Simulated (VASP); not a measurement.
# Cs (Im-3m) in VASP: a series of runs

Cs is run at these levels: PBEsol; tasks: single point, relaxation of cell and atoms.

Everything below comes from runs of VASP 6.6.1. Logs are shortened: lines on timing, memory, paths and dates and some standing lists are left out, and cuts for length are marked.

### Step 1. The cell of the first run

The structure is cubic, space group Im-3m (No. 229). Conventional cell: a = 6.015 Å, b = 6.015 Å, c = 6.015 Å, α = 90.00°, β = 90.00°, γ = 90.00°.

### Step 2. Single point, PBEsol

INCAR

```
SYSTEM = Cs
ALGO = Normal
EDIFF = 1E-6
ENCUT = 520
GGA = PS
ISIF = 2
ISMEAR = -1
LASPH = .True.
LCHARG = .False.
LREAL = .False.
LWAVE = .False.
NBANDS = 16
NELM = 80
PREC = Accurate
SIGMA = 0.05
```

KPOINTS

```
k-points
0
Gamma
  7 7 7
  0 0 0
```

POSCAR

```
Cs
1.0
    6.0149421167      0.0000000000      0.0000000000
    0.0000000000      6.0149421167      0.0000000000
    0.0000000000      0.0000000000      6.0149421167
Cs
2
Direct
    0.0000000000      0.0000000000      0.0000000000
    0.5000000000      0.5000000000      0.5000000000
```

Potentials or basis: VASP PAW PBE potentials, release 64 (Cs_sv).

The run is started by

```console
cat potpaw_PBE.64/Cs_sv/POTCAR > POTCAR
mpirun -np 1 vasp_std > vasp.out
```

OUTCAR:

```text
SYSTEM = Cs
   EDIFF = 1E-6
   ENCUT = 520
   GGA = PS
   ISIF = 2
   ISMEAR = -1
   LASPH = .True.
   LREAL = .False.
   NELM = 80
   PREC = Accurate

 ion  position               nearest neighbor table
   1  0.000  0.000  0.000-
   2  0.500  0.500  0.500-

  LATTYP: Found a simple cubic cell.
 ALAT       =     6.0149421167

  Lattice vectors:

 A1 = (   6.0149421167,   0.0000000000,   0.0000000000)
 A2 = (   0.0000000000,   6.0149421167,   0.0000000000)
 A3 = (   0.0000000000,   0.0000000000,   6.0149421167)

Analysis of symmetry for initial positions (statically):
=====================================================================
 Subroutine PRICEL returns following result:

  LATTYP: Found a body centered cubic cell.
 ALAT       =     6.0149421167

  Lattice vectors:

 A1 = (   3.0074710584,   3.0074710584,  -3.0074710584)
 A2 = (  -3.0074710584,   3.0074710584,   3.0074710584)
 A3 = (   3.0074710584,  -3.0074710584,   3.0074710584)

   2 primitive cells build up your supercell.

 Routine SETGRP: Setting up the symmetry group for a
 simple cubic supercell.

 Subroutine GETGRP returns: Found 48 space group operations
 (whereof 48 operations were pure point group operations)
 out of a pool of 48 trial point group operations.

The static configuration has the point symmetry O_h .

Analysis of symmetry for dynamics (positions and initial velocities):
=====================================================================
 Subroutine PRICEL returns following result:

  LATTYP: Found a body centered cubic cell.
 ALAT       =     6.0149421167

  Lattice vectors:

 A1 = (   3.0074710584,   3.0074710584,  -3.0074710584)
 A2 = (  -3.0074710584,   3.0074710584,   3.0074710584)
 A3 = (   3.0074710584,  -3.0074710584,   3.0074710584)

   2 primitive cells build up your supercell.

 Routine SETGRP: Setting up the symmetry group for a
 simple cubic supercell.

 Subroutine GETGRP returns: Found 48 space group operations
 (whereof 48 operations were pure point group operations)
 out of a pool of 48 trial point group operations.

The dynamic configuration has the point symmetry O_h .

 Subroutine INISYM returns: Found 48 space group operations
 (whereof 48 operations are pure point group operations),
 and found     2 'primitive' translations

----------------------------------------------------------------------------------------

                                     Primitive cell

  volume of cell :     108.8089

  direct lattice vectors                    reciprocal lattice vectors
     3.007471058  3.007471058 -3.007471058     0.166252639  0.166252639  0.000000000
    -3.007471058  3.007471058  3.007471058     0.000000000  0.166252639  0.166252639
     3.007471058 -3.007471058  3.007471058     0.166252639  0.000000000  0.166252639

  length of vectors
     5.209092675  5.209092675  5.209092675     0.235116737  0.235116737  0.235116737

  position of ions in fractional coordinates (direct lattice)
     0.000000000  0.000000000  0.000000000

  ion indices of the primitive-cell ions
   primitive index   ion index
                 1           1

----------------------------------------------------------------------------------------

 KPOINTS: k-points

Automatic generation of k-mesh.
 Grid dimensions read from file:
 generate k-points for:    7    7    7

 Generating k-lattice:

  Cartesian coordinates                     Fractional coordinates (reciprocal lattice)
     0.023750377  0.000000000  0.000000000     0.142857143  0.000000000  0.000000000
     0.000000000  0.023750377  0.000000000     0.000000000  0.142857143  0.000000000
     0.000000000  0.000000000  0.023750377     0.000000000  0.000000000  0.142857143

  Length of vectors
     0.023750377  0.023750377  0.023750377

  Shift w.r.t. Gamma in fractional coordinates (k-lattice)
     0.000000000  0.000000000  0.000000000

 Subroutine IBZKPT returns following result:
 ===========================================

 Found     20 irreducible k-points:

 Following reciprocal coordinates:
            Coordinates               Weight
  0.000000  0.000000  0.000000      1.000000
  0.142857  0.000000  0.000000      6.000000
  0.285714  0.000000  0.000000      6.000000
  0.428571  0.000000  0.000000      6.000000
  0.142857  0.142857  0.000000     12.000000
  0.285714  0.142857  0.000000     24.000000
[... 12 lines left out ...]
  0.428571  0.428571  0.285714     24.000000
  0.428571  0.428571  0.428571      8.000000
   k-points           NKPTS =     20   k-points in BZ     NKDIM =     20   number of bands    NBANDS=     16
   number of dos      NEDOS =    301   number of ions     NIONS =      2
   total plane-waves  NPLWV = 110592
   dimension x,y,z NGX =    48 NGY =   48 NGZ =   48
   dimension x,y,z NGXF=    96 NGYF=   96 NGZF=   96
   ions per type =               2
   NGX,Y,Z   is equivalent  to a cutoff of  13.27, 13.27, 13.27 a.u.
   NGXF,Y,Z  is equivalent  to a cutoff of  26.53, 26.53, 26.53 a.u.
 SYSTEM =  Cs
   PREC   = accura    normal or accurate (medium, high low for compatibility)
   ISTART =      0    job   : 0-new  1-cont  2-samecut
   ICHARG =      2    charge: 1-file 2-atom 10-const
   ISPIN  =      1    spin polarized calculation?
   LNONCOLLINEAR =      F non collinear calculations
   LSORBIT =      F    spin-orbit coupling
   LASPH  =      T    aspherical Exc in radial PAW
   ENCUT  =  520.0 eV  38.22 Ry    6.18 a.u.  11.18 11.18 11.18*2*pi/ulx,y,z
   NELM   =     80;   NELMIN=  2; NELMDL= -5     # of ELM steps
   EDIFF  = 0.1E-05   stopping-criterion for ELM
   LREAL  =      F    real-space projection
   EDIFFG = 0.1E-04   stopping-criterion for IOM
   NSW    =      0    number of steps for IOM
   IBRION =     -1    ionic relax: 0-MD 1-quasi-New 2-CG
   NFREE  =      0    steps in history (QN), initial steepest desc. (CG)
   ISIF   =      2    stress and relaxation
   ISYM   =      2    0-nonsym 1-usesym 2-fastsym
   POTIM  = 0.5000    time-step for ionic-motion
   TEBEG  =    0.0;   TEEND  =   0.0 temperature during run
   PSTRESS=    0.0 pullay stress
   NELECT =      18.0000    total number of electrons
   NUPDOWN=      -1.0000    fix difference up-down
   EMIN   =  10.00;   EMAX   =-10.00  energy-range for DOS
   EFERMI =   0.00;   METHOD = LEGACY
   ISMEAR =    -1;   SIGMA  =   0.05  broadening in eV -4-tet -1-fermi 0-gaus
   EFERMI_NEDOS =   21; number of points for ismear=-14 and -15
   IALGO  =     38    algorithm
   IMIX   =      4    mixing-type and parameters
     AMIX     =   0.40;   BMIX     =  1.00
     AMIX_MAG =   1.60;   BMIX_MAG =  1.00
  volume/ion in A,a.u.               =     108.81       734.28
  Fermi-wavevector in a.u.,A,eV,Ry     =   0.713292  1.347927  6.922453  0.508786
  Thomas-Fermi vector in A             =   1.800892
   LORBIT       =      0    0 simple, 1 ext, 2 COOP (PROOUT), +10 PAW based schemes
   GGA     = PS    functional components
   LHFCALC =     F    Hartree Fock is set to
   AEXX    =    0.0000 exact exchange contribution
   IVDW    =     0    specifies the selected vdW correction
   LEPSILON=     F    determine dielectric tensor
   LRPA    =     F    only Hartree local field effects (RPA)
 non-spin polarized calculation
  energy-cutoff  :      520.00
  volume of cell :      217.62
 maximum number of plane-waves:      5887
 NGX is ok and might be reduce to    48
   NGX = 23   NGY = 23   NGZ = 23

 number of electron      17.9999997 magnetization

 Free energy of the ion-electron system (eV)
  ---------------------------------------------------
  ext. energy  EPLUGINS =         0.00000000
  ---------------------------------------------------
  free energy    TOTEN  =        -1.88913264 eV

  energy without entropy =       -1.86305690  energy(sigma->0) =       -1.87609477

 E-fermi :   0.5100     XC(G=0):  -5.6229

 val. band max:        0.4812562749   @ k =   0.4286   0.4286   0.1429
 cond. band min:       0.5120398520   @ k =   0.4286   0.1429   0.1429
 fundamental gap:      0.0307835772
 Fermi energy:         0.5099569402

 k-point     1 :       0.0000    0.0000    0.0000
  band No.  band energies     occupation
      1     -23.3037      2.00000
      2     -23.2882      2.00000
      3     -10.1321      2.00000
      4     -10.1321      2.00000
      5     -10.1321      2.00000
      6     -10.0139      2.00000
[... 8 lines left out ...]
     15       3.6576      0.00000
     16       3.6576      0.00000

 k-point     2 :       0.1429    0.0000    0.0000
  band No.  band energies     occupation
      1     -23.3029      2.00000
      2     -23.2889      2.00000
      3     -10.1316      2.00000
      4     -10.1260      2.00000
      5     -10.1260      2.00000
      6     -10.0254      2.00000
[... 8 lines left out ...]
     15       3.3435      0.00000
     16       3.4407      0.00000

 k-point     3 :       0.2857    0.0000    0.0000
  band No.  band energies     occupation
      1     -23.3005      2.00000
      2     -23.2908      2.00000
      3     -10.1274      2.00000
      4     -10.1089      2.00000
      5     -10.1089      2.00000
      6     -10.0544      2.00000
[... 8 lines left out ...]
     15       3.0978      0.00000
     16       3.0980      0.00000

 k-point     4 :       0.4286    0.0000    0.0000
  band No.  band energies     occupation
      1     -23.2972      2.00000
      2     -23.2938      2.00000
      3     -10.1137      2.00000
      4     -10.0878      2.00000
      5     -10.0846      2.00000
      6     -10.0846      2.00000
[... 8 lines left out ...]
     15       2.8586      0.00000
     16       2.8586      0.00000

 k-point     5 :       0.1429    0.1429    0.0000
  band No.  band energies     occupation
      1     -23.3021      2.00000
      2     -23.2895      2.00000
      3     -10.1414      2.00000
      4     -10.1204      2.00000
      5     -10.1106      2.00000
      6     -10.0466      2.00000
[... 8 lines left out ...]
     15       3.2356      0.00000
     16       3.2835      0.00000

 k-point     6 :       0.2857    0.1429    0.0000
  band No.  band energies     occupation
      1     -23.3000      2.00000
      2     -23.2912      2.00000
      3     -10.1454      2.00000
      4     -10.1049      2.00000
      5     -10.0881      2.00000
      6     -10.0805      2.00000
[... 8 lines left out ...]
     15       2.9038      0.00000
     16       3.3858      0.00000

 k-point     7 :       0.4286    0.1429    0.0000
  band No.  band energies     occupation
      1     -23.2970      2.00000
      2     -23.2939      2.00000
      3     -10.1370      2.00000
      4     -10.1140      2.00000
      5     -10.0829      2.00000
      6     -10.0629      2.00000
[... 8 lines left out ...]
     15       2.8758      0.00000
     16       3.0714      0.00000

 k-point     8 :       0.2857    0.2857    0.0000
  band No.  band energies     occupation
      1     -23.2984      2.00000
      2     -23.2924      2.00000
      3     -10.1621      2.00000
      4     -10.1179      2.00000
      5     -10.0937      2.00000
      6     -10.0611      2.00000
[... 8 lines left out ...]
     15       2.6622      0.00000
     16       3.8464      0.00000

 k-point     9 :       0.4286    0.2857    0.0000
  band No.  band energies     occupation
      1     -23.2963      2.00000
      2     -23.2941      2.00000
      3     -10.1646      2.00000
      4     -10.1489      2.00000
      5     -10.0782      2.00000
      6     -10.0617      2.00000
[... 8 lines left out ...]
     15       3.0788      0.00000
     16       3.5477      0.00000
[... 96 lines left out ...]
 k-point    15 :       0.4286    0.2857    0.1429
  band No.  band energies     occupation
      1     -23.2961      2.00000
      2     -23.2942      2.00000
      3     -10.1591      2.00000
      4     -10.1482      2.00000
      5     -10.0888      2.00000
      6     -10.0651      2.00000
[... 8 lines left out ...]
     15       3.4193      0.00000
     16       3.7220      0.00000

 k-point    16 :       0.4286    0.4286    0.1429
  band No.  band energies     occupation
      1     -23.2953      2.00000
      2     -23.2946      2.00000
      3     -10.1702      2.00000
      4     -10.1665      2.00000
      5     -10.0794      2.00000
      6     -10.0704      2.00000
[... 8 lines left out ...]
     15       3.6426      0.00000
     16       3.8985      0.00000

 k-point    17 :       0.2857    0.2857    0.2857
  band No.  band energies     occupation
      1     -23.2970      2.00000
      2     -23.2932      2.00000
      3     -10.1372      2.00000
      4     -10.1334      2.00000
      5     -10.1334      2.00000
      6     -10.0411      2.00000
[... 8 lines left out ...]
     15       3.9482      0.00000
     16       3.9482      0.00000

 k-point    18 :       0.4286    0.2857    0.2857
  band No.  band energies     occupation
      1     -23.2956      2.00000
      2     -23.2943      2.00000
      3     -10.1483      2.00000
      4     -10.1479      2.00000
      5     -10.1032      2.00000
      6     -10.0703      2.00000
[... 8 lines left out ...]
     15       3.9401      0.00000
     16       3.9552      0.00000

 k-point    19 :       0.4286    0.4286    0.2857
  band No.  band energies     occupation
      1     -23.2950      2.00000
      2     -23.2945      2.00000
      3     -10.1494      2.00000
      4     -10.1469      2.00000
      5     -10.0962      2.00000
      6     -10.0780      2.00000
[... 8 lines left out ...]
     15       3.7347      0.00000
     16       3.8525      0.00000

 k-point    20 :       0.4286    0.4286    0.4286
  band No.  band energies     occupation
      1     -23.2947      2.00000
      2     -23.2945      2.00000
      3     -10.1297      2.00000
      4     -10.1135      2.00000
      5     -10.1135      2.00000
      6     -10.0769      2.00000
[... 8 lines left out ...]
     15       3.3241      0.00000
     16       3.3689      0.00000

------------------------ aborting loop because EDIFF is reached ----------------------------------------

  FORCE on cell =-STRESS in cart. coord.  units (eV):
  Direction    XX          YY          ZZ          XY          YZ          ZX
  --------------------------------------------------------------------------------------
  -------------------------------------------------------------------------------------
  Total       -0.0111310     -0.0111310     -0.0111310      0.0000000      0.0000000      0.0000000
  in kB       -0.0819502     -0.0819502     -0.0819502      0.0000000      0.0000000      0.0000000
  external PRESSURE =      -0.0819502 kB  Pullay stress =       0.0000000 kB

 VOLUME and BASIS-vectors are now :
 -----------------------------------------------------------------------------
  energy-cutoff  :      520.00
  volume of cell :      217.62
      direct lattice vectors                 reciprocal lattice vectors
     6.014942117  0.000000000  0.000000000     0.166252639  0.000000000  0.000000000
     0.000000000  6.014942117  0.000000000     0.000000000  0.166252639  0.000000000
     0.000000000  0.000000000  6.014942117     0.000000000  0.000000000  0.166252639

 POSITION                                       TOTAL-FORCE (eV/Angst)
 -----------------------------------------------------------------------------------
      0.00000      0.00000      0.00000        -0.000000      0.000000     -0.000000
      3.00747      3.00747      3.00747         0.000000     -0.000000      0.000000
 -----------------------------------------------------------------------------------
    total drift:                                0.000000     -0.000000     -0.000000

  FREE ENERGIE OF THE ION-ELECTRON SYSTEM (eV)
  ---------------------------------------------------
  free  energy   TOTEN  =        -1.8891326373 eV

  energy  without entropy=       -1.8630568964  energy(sigma->0) =       -1.87609477
```

It took 1.7 min on 1 thread of Intel Xeon 8259CL, shared host; peak memory 0.32 GiB.

Results:

```yaml
Free_energy: -1.8891 eV
Pressure: 0.0 GPa
Band_gap_on_the_k_mesh: zero (bands 9 and 10 overlap by 0.81 eV)
```

Caveat: the PAW data sets were made with another functional, which shifts forces and pressure a little; spin-orbit coupling is left out, which moves the levels of the heavy elements.

(Continued in part 2 of 2.)

The gap in the log of VASP goes by the Fermi energy; the results here count the filled bands.